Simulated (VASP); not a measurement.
A run of VASP 6.6.1:

INCAR

```
SYSTEM = Rh
PREC     = Accurate       ! precision mode
ENCUT    = 520            ! plane-wave cutoff, eV
EDIFF    = 1E-6           ! SCF threshold, eV
ISMEAR   = -1             ! smearing method
SIGMA    = 0.08           ! smearing width, eV
LREAL    = .FALSE.        ! projectors in reciprocal space
LASPH    = .TRUE.         ! aspherical terms in the spheres
NELM     = 80             ! most SCF steps
ALGO     = Normal         ! electronic algorithm
ISIF     = 2              ! what is computed and relaxed
LWAVE    = .FALSE.        ! write WAVECAR
LCHARG   = .FALSE.        ! write CHGCAR
GGA      = PE             ! functional
NBANDS   = 14             ! bands
```

KPOINTS

```
regular mesh
0
G
  12 12 12
  0 0 0
```

POSCAR

```
Rh
1.0
    0.0000000000      1.9015500000      1.9015500000
    1.9015500000      0.0000000000      1.9015500000
    1.9015500000      1.9015500000      0.0000000000
Rh
1
Direct
    0.0000000000      0.0000000000      0.0000000000
```

Potentials or basis: VASP PAW PBE potentials, release 64 (Rh_pv).

Command:

```sh
$ cat potpaw_PBE.64/Rh_pv/POTCAR > POTCAR
$ mpirun -np 1 vasp_std > vasp.out
```

Hardware: 1 thread of Intel Xeon 8259CL (shared host).

**Question.** Estimate the wall time of this run.

**Answer.** It took 18 s on 1 thread of Intel Xeon 8259CL, with other jobs on the host, peak memory 0.13 GiB. Counts: scf iterations 10, k points 72.
